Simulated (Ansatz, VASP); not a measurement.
## Mg in VASP and in Ansatz

```
Mg
1.0
     3.13345    0.00000    0.00000
    -1.56673    2.71365    0.00000
     0.00000    0.00000    2.85380
Mg
1
Direct
  0.00000 0.00000 0.00000
```

Alike in both runs: task single point; functional PBEsol; k mesh 15 × 15 × 14; occupations gaussian, width 0.1 eV; no spin polarisation.

|  | VASP | Ansatz |
| --- | --- | --- |
| version | VASP 6.6.1 | Ansatz 0.2.0 |
| potentials or method | VASP PAW PBE potentials, release 64 (Mg), cutoff 600 eV | scalar-relativistic, plane waves, PAW |
| valence electrons in the cell | 2 | 10 |

Ansatz gave:

| Property | Result |
| --- | --- |
| gap on the k mesh at the Fermi level (eV) | none |
| pressure (GPa) | 0.8 |
| traceless stress, the component that is largest in VASP (GPa) | 4.79 |

Problem. Estimate VASP's values.

Solution. gap on the k mesh at the Fermi level (eV): none; pressure (GPa): 0.8; traceless stress, the component that is largest in VASP (GPa): 4.82.

VASP's potentials were made for PBE, not for PBEsol. A gap of «none» marks a metal or a gap that the smearing closes. The functional is the same, so the differences come from potentials, cutoffs and numerics. VASP's potentials hold 2 valence electrons a cell and Ansatz's 10, so a difference there can come from the potentials and not from the codes.
